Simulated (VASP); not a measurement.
# Pt (P-1) in VASP: single point with r2SCAN

Aim: the single point of Pt with r2SCAN.

All numbers are computed with VASP 6.6.1; they aren't measurements. Logs are shortened: lines on timing, memory, paths and dates and some standing lists are left out, and cuts for length are marked.

## 1. The cell of the first run

The typed cell holds 1 atom: a = 2.737 Å, b = 2.682 Å, c = 2.734 Å, α = 110.32°, β = 109.80°, γ = 108.23°.

## 2. Single point, r2SCAN

POSCAR

```
Pt
1.0
   -1.5540824410      1.5741813686      1.6120323687
    1.5244463318     -1.5561824035      1.5643972944
    1.5698805097      1.5719804722     -1.5940334037
Pt
1
Direct
    0.0000000000      0.0000000000      0.0000000000
```

INCAR.step1

```
ALGO = Normal
EDIFF = 1E-5
ENCUT = 550
GGA = PE
GGA_COMPAT = F
ISMEAR = 0
LASPH = T
LCHARG = F
LREAL = F
LWAVE = T
NBANDS = 11
NELM = 120
PREC = Accurate
SIGMA = 0.15
```

INCAR.step2

```
ALGO = Normal
EDIFF = 1E-6
ENCUT = 550
GGA_COMPAT = F
ISIF = 2
ISMEAR = 0
ISTART = 1
LASPH = T
LCHARG = F
LMIXTAU = T
LREAL = F
LWAVE = F
METAGGA = R2SCAN
NBANDS = 11
NELM = 120
PREC = Accurate
SIGMA = 0.15
```

KPOINTS

```
k-points
0
Gamma
  16 16 16
```

Potentials or basis: VASP PAW PBE potentials, release 64 (Pt).

The run is started by

```sh
$ cat potpaw_PBE.64/Pt/POTCAR > POTCAR
$ cp INCAR.step1 INCAR
$ mpirun -np 1 vasp_std > vasp.out
$ cp INCAR.step2 INCAR
$ mpirun -np 1 vasp_std > vasp.out
```

OUTCAR:

```text
EDIFF = 1E-6
   ENCUT = 550
   ISIF = 2
   ISMEAR = 0
   ISTART = 1
   LASPH = T
   LREAL = F
   METAGGA = R2SCAN
   NELM = 120
   PREC = Accurate

 ion  position               nearest neighbor table
   1  0.000  0.000  0.000-

  LATTYP: Found a triclinic cell.
 ALAT       =     2.6819730025
 B/A-ratio  =     1.6371385604
 C/A-ratio  =     1.0195238232
 COS(alpha) =     0.0010008902
 COS(beta)  =     0.3472859208
 COS(gamma) =     0.8058786028

  Lattice vectors:

 A1 = (  -1.5244463318,   1.5561824035,  -1.5643972944)
 A2 = (  -3.0785287728,   3.1303637721,   0.0476350743)
 A3 = (   1.5698805097,   1.5719804722,  -1.5940334037)

Analysis of symmetry for initial positions (statically):
=====================================================================
 Subroutine PRICEL returns:
 Original cell was already a primitive cell.

 Routine SETGRP: Setting up the symmetry group for a
 triclinic supercell.

 Subroutine GETGRP returns: Found  2 space group operations
 (whereof  2 operations were pure point group operations)
 out of a pool of  2 trial point group operations.

The static configuration has the point symmetry S_2 .

Analysis of symmetry for dynamics (positions and initial velocities):
=====================================================================
 Subroutine PRICEL returns:
 Original cell was already a primitive cell.

 Routine SETGRP: Setting up the symmetry group for a
 triclinic supercell.

 Subroutine GETGRP returns: Found  2 space group operations
 (whereof  2 operations were pure point group operations)
 out of a pool of  2 trial point group operations.

The dynamic configuration has the point symmetry S_2 .

 Subroutine INISYM returns: Found  2 space group operations
 (whereof  2 operations are pure point group operations),
 and found     1 'primitive' translations

----------------------------------------------------------------------------------------

                                     Primitive cell

  volume of cell :      15.4594

  direct lattice vectors                    reciprocal lattice vectors
    -1.554082441  1.574181369  1.612032369     0.001384579  0.316049766  0.313040920
     1.524446332 -1.556182404  1.564397294     0.326234252 -0.003456727  0.317882226
     1.569880510  1.571980472 -1.594033404     0.321569150  0.316225970  0.001208375

  length of vectors
     2.737127613  2.681973003  2.734335369     0.444841533  0.455510533  0.451006699
[... 79 lines left out ...]
   EDIFF  = 0.1E-05   stopping-criterion for ELM
   LREAL  =      F    real-space projection
   EDIFFG = 0.1E-04   stopping-criterion for IOM
   NSW    =      0    number of steps for IOM
   IBRION =     -1    ionic relax: 0-MD 1-quasi-New 2-CG
   NFREE  =      0    steps in history (QN), initial steepest desc. (CG)
   ISIF   =      2    stress and relaxation
   ISYM   =      2    0-nonsym 1-usesym 2-fastsym
   POTIM  = 0.5000    time-step for ionic-motion
   TEBEG  =    0.0;   TEEND  =   0.0 temperature during run
   PSTRESS=    0.0 pullay stress
   NELECT =      10.0000    total number of electrons
   NUPDOWN=      -1.0000    fix difference up-down
   EMIN   =  10.00;   EMAX   =-10.00  energy-range for DOS
   EFERMI =   0.00;   METHOD = LEGACY
   ISMEAR =     0;   SIGMA  =   0.15  broadening in eV -4-tet -1-fermi 0-gaus
   EFERMI_NEDOS =   21; number of points for ismear=-14 and -15
   IALGO  =     38    algorithm
   IMIX   =      4    mixing-type and parameters
     AMIX     =   0.40;   BMIX     =  1.00
     AMIX_MAG =   1.60;   BMIX_MAG =  1.00
  volume/ion in A,a.u.               =      15.46       104.33
  Fermi-wavevector in a.u.,A,eV,Ry     =   1.415829  2.675529 27.273848  2.004571
  Thomas-Fermi vector in A             =   2.537227
   LORBIT       =      0    0 simple, 1 ext, 2 COOP (PROOUT), +10 PAW based schemes
   METAGGA = R2SCAN    functional components
   LHFCALC =     F    Hartree Fock is set to
   AEXX    =    0.0000 exact exchange contribution
   IVDW    =     0    specifies the selected vdW correction
   LEPSILON=     F    determine dielectric tensor
   LRPA    =     F    only Hartree local field effects (RPA)
 non-spin polarized calculation
 Gauss-broadening in eV      SIGMA  =   0.15
  energy-cutoff  :      550.00
  volume of cell :       15.46
 maximum number of plane-waves:       466
 NGX is ok and might be reduce to    24
   NGX = 11   NGY = 11   NGZ = 11

 number of electron      10.0000000 magnetization

 Free energy of the ion-electron system (eV)
  ---------------------------------------------------
  ext. energy  EPLUGINS =         0.00000000
  ---------------------------------------------------
  free energy    TOTEN  =       -51.40179549 eV

  energy without entropy =      -51.38720671  energy(sigma->0) =      -51.39450110

 E-fermi :  10.3830     XC(G=0): -14.4304

 val. band max:       10.3826233511   @ k =  -0.3750  -0.1250   0.3750
 cond. band min:      10.3851179382   @ k =  -0.3750   0.2500   0.1250
 fundamental gap:      0.0024945871
 Fermi energy:        10.3830209451

 k-point     1 :       0.0000    0.0000    0.0000
  band No.  band energies     occupation
      1       0.3764      2.00000
      2       6.3766      2.00000
      3       6.6670      2.00000
      4       6.8076      2.00000
      5       9.0759      2.00000
      6       9.3291      2.00000
      7      28.0851      0.00000
      8      28.4268      0.00000
      9      28.7940      0.00000
     10      38.8060      0.00000
     11      39.0004      0.00000
[... 309 lines left out ...]
 k-point    24 :      -0.1250    0.0625    0.0000
  band No.  band energies     occupation
      1       0.8703      2.00000
      2       6.3762      2.00000
      3       6.5241      2.00000
      4       7.1572      2.00000
      5       8.9141      2.00000
      6       9.2906      2.00000
      7      28.4470      0.00000
      8      28.7142      0.00000
      9      29.2875      0.00000
     10      34.9182      0.00000
     11      36.5609      0.00000

 [... further k-points ...]
[... 5 lines left out ...]
  --------------------------------------------------------------------------------------
  -------------------------------------------------------------------------------------
  Total       -0.0120252      0.1450583      0.2354897     -0.1683959     -0.1914674      0.2867823
  in kB       -1.2462700     15.0335321     24.4056412    -17.4521888    -19.8432648     29.7214963
  external PRESSURE =      12.7309678 kB  Pullay stress =       0.0000000 kB

 VOLUME and BASIS-vectors are now :
 -----------------------------------------------------------------------------
  energy-cutoff  :      550.00
  volume of cell :       15.46
      direct lattice vectors                 reciprocal lattice vectors
    -1.554082441  1.574181369  1.612032369     0.001384579  0.316049766  0.313040920
     1.524446332 -1.556182404  1.564397294     0.326234252 -0.003456727  0.317882226
     1.569880510  1.571980472 -1.594033404     0.321569150  0.316225970  0.001208375

 POSITION                                       TOTAL-FORCE (eV/Angst)
 -----------------------------------------------------------------------------------
      0.00000      0.00000      0.00000         0.000000      0.000000      0.000000
 -----------------------------------------------------------------------------------
    total drift:                                0.000000      0.000000      0.000000

  FREE ENERGIE OF THE ION-ELECTRON SYSTEM (eV)
  ---------------------------------------------------
  free  energy   TOTEN  =       -51.4017954899 eV

  energy  without entropy=      -51.3872067050  energy(sigma->0) =      -51.39450110
```

OUTCAR.step1:

```text
EDIFF = 1E-5
   ENCUT = 550
   GGA = PE
   ISMEAR = 0
   LASPH = T
[... 557 lines left out ...]

 POSITION                                       TOTAL-FORCE (eV/Angst)
 -----------------------------------------------------------------------------------
      0.00000      0.00000      0.00000         0.000000      0.000000      0.000000
 -----------------------------------------------------------------------------------
    total drift:                                0.000000      0.000000     -0.000000

  FREE ENERGIE OF THE ION-ELECTRON SYSTEM (eV)
  ---------------------------------------------------
  free  energy   TOTEN  =        -5.9914082737 eV

  energy  without entropy=       -5.9757599644  energy(sigma->0) =       -5.98358412
```

Run time: 7.1 min. Hardware: 1 thread of Intel Xeon 6975P-C (Granite Rapids), shared host; peak memory 0.48 GiB.

What came out:

| Quantity | Value |
| --- | --- |
| Free energy | -51.4018 eV |
| Pressure | 1.3 GPa |
| Band gap on the k mesh | zero (band 5 reaches 11.55 eV, above the bottom of band 6 at 9.05 eV) |

Caveat: the PAW data sets were made with another functional, which shifts forces and pressure a little; spin-orbit coupling is left out, which moves the levels of the heavy elements.
